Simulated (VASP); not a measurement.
# Na (P6_3/mmc) in VASP: further runs, part 2 of 2

VASP 6.6.1. Earlier steps stand in the parts before.

**3. Single point, PBEsol**

Contents of INCAR:

```
SYSTEM = Na
PREC = Accurate ; ENCUT = 520
EDIFF = 1E-6 ; ISMEAR = -1
SIGMA = 0.05 ; LREAL = .FALSE.
LASPH = .TRUE. ; NELM = 60
ALGO = Normal ; ISIF = 2
LWAVE = .FALSE. ; LCHARG = .FALSE.
GGA = PS ; NBANDS = 22
```

Contents of KPOINTS:

```
Automatic mesh
0
G
  5 5 2
  0 0 0
```

Contents of POSCAR:

```
Na
1.0
    3.7003831212      0.0000000000      0.0000000000
   -1.8501915606      3.2046257867      0.0000000000
    0.0000000000      0.0000000000     12.5373215400
Na
4
Direct
    0.6666666667      0.3333333333      0.7500000000
    0.0000000000      0.0000000000      0.5000000000
    0.3333333333      0.6666666667      0.2500000000
    0.0000000000      0.0000000000      0.0000000000
```

Potentials or basis: VASP PAW PBE potentials, release 64 (Na_pv).

Run with:

```
$ cat potpaw_PBE.64/Na_pv/POTCAR > POTCAR
$ mpirun -np 1 vasp_std > vasp.out
```

OUTCAR:

```text
SYSTEM = Na
   PREC = Accurate
   ENCUT = 520
   EDIFF = 1E-6
   ISMEAR = -1
   LREAL = .FALSE.
   LASPH = .TRUE.
   NELM = 60
   ISIF = 2
   GGA = PS

 ion  position               nearest neighbor table
   1  0.667  0.333  0.750-
   2  0.000  0.000  0.500-
   3  0.333  0.667  0.250-
   4  0.000  0.000  0.000-

  LATTYP: Found a hexagonal cell.
 ALAT       =     3.7003831212
 C/A-ratio  =     3.3881144545

  Lattice vectors:

 A1 = (   3.7003831212,   0.0000000000,   0.0000000000)
 A2 = (  -1.8501915606,   3.2046257867,   0.0000000000)
 A3 = (   0.0000000000,   0.0000000000,  12.5373215400)

Analysis of symmetry for initial positions (statically):
=====================================================================
 Subroutine PRICEL returns:
 Original cell was already a primitive cell.

 Routine SETGRP: Setting up the symmetry group for a
 hexagonal supercell.

 Subroutine GETGRP returns: Found 24 space group operations
 (whereof 12 operations were pure point group operations)
 out of a pool of 24 trial point group operations.

The static configuration has the point symmetry D_3d.
 The point group associated with its full space group is D_6h.

Analysis of symmetry for dynamics (positions and initial velocities):
=====================================================================
 Subroutine PRICEL returns:
 Original cell was already a primitive cell.

 Routine SETGRP: Setting up the symmetry group for a
 hexagonal supercell.

 Subroutine GETGRP returns: Found 24 space group operations
 (whereof 12 operations were pure point group operations)
 out of a pool of 24 trial point group operations.

The dynamic configuration has the point symmetry D_3d.
 The point group associated with its full space group is D_6h.
[... 101 lines left out ...]
   EMIN   =  10.00;   EMAX   =-10.00  energy-range for DOS
   EFERMI =   0.00;   METHOD = LEGACY
   ISMEAR =    -1;   SIGMA  =   0.05  broadening in eV -4-tet -1-fermi 0-gaus
   EFERMI_NEDOS =   21; number of points for ismear=-14 and -15
   IALGO  =     38    algorithm
   IMIX   =      4    mixing-type and parameters
     AMIX     =   0.40;   BMIX     =  1.00
     AMIX_MAG =   1.60;   BMIX_MAG =  1.00
  volume/ion in A,a.u.               =      37.17       250.82
  Fermi-wavevector in a.u.,A,eV,Ry     =   0.938393  1.773305 11.981028  0.880581
  Thomas-Fermi vector in A             =   2.065600
   LORBIT       =      0    0 simple, 1 ext, 2 COOP (PROOUT), +10 PAW based schemes
   GGA     = PS    functional components
   LHFCALC =     F    Hartree Fock is set to
   AEXX    =    0.0000 exact exchange contribution
   IVDW    =     0    specifies the selected vdW correction
   LEPSILON=     F    determine dielectric tensor
   LRPA    =     F    only Hartree local field effects (RPA)
 non-spin polarized calculation
  energy-cutoff  :      520.00
  volume of cell :      148.67
 maximum number of plane-waves:      4017
 NGX is ok and might be reduce to    28
   NGX = 13   NGY = 13   NGZ = 47

 number of electron      28.0000034 magnetization

 Free energy of the ion-electron system (eV)
  ---------------------------------------------------
  ext. energy  EPLUGINS =         0.00000000
  ---------------------------------------------------
  free energy    TOTEN  =        -5.71939314 eV

  energy without entropy =       -5.70586496  energy(sigma->0) =       -5.71262905

 E-fermi :   0.2737     XC(G=0):  -6.4936

 val. band max:       -0.2161451995   @ k =   0.2000   0.0000   0.5000
 cond. band min:       0.3283050742   @ k =   0.4000   0.0000   0.0000
 fundamental gap:      0.5444502737
 Fermi energy:         0.2736719330

 k-point     1 :       0.0000    0.0000    0.0000
  band No.  band energies     occupation
      1     -24.5172      2.00000
      2     -24.5014      2.00000
      3     -24.5014      2.00000
      4     -24.4908      2.00000
      5     -24.4908      2.00000
      6     -24.4889      2.00000
[... 239 lines left out ...]
     21       4.3295      0.00000
     22       4.3295      0.00000

------------------------ aborting loop because EDIFF is reached ----------------------------------------

  FORCE on cell =-STRESS in cart. coord.  units (eV):
  Direction    XX          YY          ZZ          XY          YZ          ZX
  --------------------------------------------------------------------------------------
  -------------------------------------------------------------------------------------
  Total       -0.1673098     -0.1673098     -0.3103612      0.0000000      0.0000000      0.0000000
  in kB       -1.8030314     -1.8030314     -3.3446384      0.0000000      0.0000000      0.0000000
  external PRESSURE =      -2.3169004 kB  Pullay stress =       0.0000000 kB

 VOLUME and BASIS-vectors are now :
 -----------------------------------------------------------------------------
  energy-cutoff  :      520.00
  volume of cell :      148.67
      direct lattice vectors                 reciprocal lattice vectors
     3.700383121  0.000000000  0.000000000     0.270242288  0.156024458  0.000000000
    -1.850191561  3.204625787  0.000000000     0.000000000  0.312048915  0.000000000
     0.000000000  0.000000000 12.537321540     0.000000000  0.000000000  0.079761853

 POSITION                                       TOTAL-FORCE (eV/Angst)
 -----------------------------------------------------------------------------------
      1.85019      1.06821      9.40299         0.000000      0.000000      0.000000
      0.00000      0.00000      6.26866         0.000000      0.000000     -0.000000
     -0.00000      2.13642      3.13433        -0.000000     -0.000000      0.000000
      0.00000      0.00000      0.00000         0.000000      0.000000     -0.000000
 -----------------------------------------------------------------------------------
    total drift:                                0.000000     -0.000000      0.000000

  FREE ENERGIE OF THE ION-ELECTRON SYSTEM (eV)
  ---------------------------------------------------
  free  energy   TOTEN  =        -5.7193931401 eV

  energy  without entropy=       -5.7058649599  energy(sigma->0) =       -5.71262905
```

OSZICAR:

```text
N       E                     dE             d eps       ncg     rms          rms(c)
DAV:   1     0.235416090499E+03    0.23542E+03   -0.14830E+04   456   0.123E+03
DAV:   2     0.682653146469E+01   -0.22859E+03   -0.22422E+03   464   0.354E+02
DAV:   3    -0.550841729533E+01   -0.12335E+02   -0.12262E+02   548   0.106E+02
DAV:   4    -0.572298368511E+01   -0.21457E+00   -0.21437E+00   488   0.140E+01
DAV:   5    -0.572820628047E+01   -0.52226E-02   -0.52226E-02   512   0.238E+00    0.465E-01
DAV:   6    -0.572165338431E+01    0.65529E-02   -0.10529E-02   524   0.136E+00    0.283E-01
DAV:   7    -0.571955725403E+01    0.20961E-02   -0.82586E-03   524   0.105E+00    0.969E-02
DAV:   8    -0.571939209784E+01    0.16516E-03   -0.71888E-04   518   0.426E-01    0.636E-03
DAV:   9    -0.571939306039E+01   -0.96255E-06   -0.13981E-05   500   0.459E-02    0.261E-03
DAV:  10    -0.571939314008E+01   -0.79690E-07   -0.68263E-07   286   0.126E-02
   1 F= -.57193931E+01 E0= -.57126290E+01  d E =-.135282E-01
```

It took 11 s on 1 thread of Intel Xeon 6975P-C (Granite Rapids), shared host; peak memory 0.24 GiB.

What came out:

```yaml
Free_energy: -5.7194 eV
Pressure: -0.2 GPa
Band_gap_on_the_k_mesh: zero (band 14 reaches 1.23 eV, above the bottom of band 15 at -1.99 eV)
```

Levels at points of the mesh, in eV from the Fermi level:
| k point | band 11 | band 12 | band 13 | band 14 | band 15 | band 16 | band 17 | band 18 |
| --- | --- | --- | --- | --- | --- | --- | --- | --- |
| (0.00, 0.00, 0.00) | -24.76 | -24.76 | -3.25 | -2.27 | -2.27 | 0.41 | 0.77 | 5.14 |
| (0.00, 0.00, 0.50) | -24.76 | -24.76 | -3.00 | -3.00 | -1.07 | -1.07 | 2.67 | 2.67 |

Caveat: the k points lie up to 0.39 Å⁻¹ apart; the PAW data sets were made with another functional, which shifts forces and pressure a little.

**4. Single point, r2SCAN**

POSCAR is that of step 3.

Contents of INCAR.step1:

```
SYSTEM = Na
ALGO = Normal ; EDIFF = 1E-4
ENCUT = 520 ; GGA = PE
ISMEAR = -1 ; LASPH = .True.
LCHARG = .False. ; LREAL = .False.
LWAVE = .True. ; NBANDS = 22
NELM = 80 ; PREC = Accurate
SIGMA = 0.05
```

Contents of INCAR.step2:

```
SYSTEM = Na
ALGO = Normal ; EDIFF = 1E-6
ENCUT = 520 ; ISIF = 2
ISMEAR = -1 ; ISTART = 1
LASPH = .True. ; LCHARG = .True.
LELF = .True. ; LMIXTAU = .True.
LREAL = .False. ; LVHAR = .True.
LWAVE = .False. ; METAGGA = R2SCAN
NBANDS = 22 ; NELM = 80
PREC = Accurate ; SIGMA = 0.05
```

Contents of KPOINTS:

```
k-points
0
Gamma
  5 5 2
  0 0 0
```

Run with:

```
$ cat potpaw_PBE.64/Na_pv/POTCAR > POTCAR
$ cp INCAR.step1 INCAR
$ mpirun -np 1 vasp_std > vasp.out
$ cp INCAR.step2 INCAR
$ mpirun -np 1 vasp_std > vasp.out
```

Wall time 64 s (1 thread of Intel Xeon 6975P-C (Granite Rapids), shared host); peak memory 0.26 GiB.

Results (log left out):

| Item | Value |
| --- | --- |
| Free energy | -14.3431 eV |
| Pressure | 0.1 GPa |
| Band gap on the k mesh | zero (band 14 reaches 1.28 eV, above the bottom of band 15 at -2.10 eV) |

Stress tensor (GPa, compression positive):
```
 0.11  0.00  0.00
 0.00  0.11  0.00
 0.00  0.00 -0.03
```

Levels at points of the mesh, in eV from the Fermi level:
| k point | band 10 | band 11 | band 12 | band 13 | band 14 | band 15 | band 16 | band 17 | band 18 | band 19 |
| --- | --- | --- | --- | --- | --- | --- | --- | --- | --- | --- |
| (0.00, 0.00, 0.00) | -25.99 | -25.99 | -25.99 | -3.46 | -2.42 | -2.42 | 0.34 | 0.96 | 5.53 | 5.53 |
| (0.00, 0.00, 0.50) | -25.99 | -25.99 | -25.99 | -3.20 | -3.20 | -1.14 | -1.14 | 2.90 | 2.90 | 8.53 |

Caveat: the k points lie up to 0.39 Å⁻¹ apart; the PAW data sets were made with another functional, which shifts forces and pressure a little.

**5. Single point, PBEsol**

This run uses another cell than the first one, of 15.98 Å³/atom, 0.430 times its volume.

Contents of INCAR:

```
ALGO = Normal
EDIFF = 1E-7
ENCUT = 520
GGA = PS
ISIF = 2
ISMEAR = -1
LASPH = True
LCHARG = False
LREAL = False
LWAVE = False
NBANDS = 22
NELM = 60
PREC = Accurate
SIGMA = 0.05
```

Contents of KPOINTS:

```
k-points
0
Gamma
  8 8 3
```

Contents of POSCAR:

```
Na
1.0
    2.8483115626      0.0000000000      0.0000000000
   -1.4241557813      2.4667101711      0.0000000000
    0.0000000000      0.0000000000      9.0990831606
Na
4
Direct
    0.6666666667      0.3333333333      0.7500000000
    0.0000000000      0.0000000000      0.5000000000
    0.3333333333      0.6666666667      0.2500000000
    0.0000000000      0.0000000000      0.0000000000
```

Run with:

```
$ cat potpaw_PBE.64/Na_pv/POTCAR > POTCAR
$ mpirun -np 1 vasp_std > vasp.out
```

Wall time 30 s (1 thread of Intel Xeon Platinum 8375C at 2.90GHz (Ice Lake), shared host); peak memory 0.18 GiB.

The run converged. Its results:

```yaml
Free_energy: -1.6768 eV
Pressure: 30.1 GPa
Band_gap_on_the_k_mesh: zero (band 14 reaches 5.78 eV, above the bottom of band 15 at 0.62 eV)
```

Levels at points of the mesh, in eV from the Fermi level:
| k point | band 11 | band 12 | band 13 | band 14 | band 15 | band 16 | band 17 | band 18 |
| --- | --- | --- | --- | --- | --- | --- | --- | --- |
| (0.00, 0.00, 0.00) | -24.96 | -24.95 | -5.65 | -3.71 | -3.71 | 0.93 | 1.98 | 9.07 |
| (0.50, 0.00, 0.00) | -25.03 | -25.01 | 0.20 | 0.48 | 1.54 | 2.02 | 2.21 | 2.48 |

Caveat: the PAW data sets were made with another functional, which shifts forces and pressure a little.

**6. Overview**

| level | potentials or basis | cell | k mesh | gap on the mesh (eV) | pressure (GPa) |
| --- | --- | --- | --- | --- | --- |
| LDA | VASP PAW LDA potentials, release 64 (Na_pv) | a = 3.700, b = 3.700, c = 12.537 Å, angles 90.0, 90.0, 120.0°, 4 atoms | 5 × 5 × 2 | none | -0.9 |
| PBEsol | VASP PAW PBE potentials, release 64 (Na_pv) | a = 3.700, b = 3.700, c = 12.537 Å, angles 90.0, 90.0, 120.0°, 4 atoms | 5 × 5 × 2 | none | -0.2 |
| r2SCAN | VASP PAW PBE potentials, release 64 (Na_pv) | a = 3.700, b = 3.700, c = 12.537 Å, angles 90.0, 90.0, 120.0°, 4 atoms | 5 × 5 × 2 | none | 0.1 |
| PBEsol | VASP PAW PBE potentials, release 64 (Na_pv) | a = 2.848, b = 2.848, c = 9.099 Å, angles 90.0, 90.0, 120.0°, 4 atoms | 8 × 8 × 3 | none | 30.1 |

Alike in all rows: task single point; no spin polarisation; cutoff (eV) 520; smearing fermi-dirac 0.05 eV.

Caveats: some runs use coarse meshes; the PAW data sets were made with another functional, which shifts forces and pressure a little (some runs).

Total energies depend on the potentials used, so only differences within one code and one set of settings carry meaning.
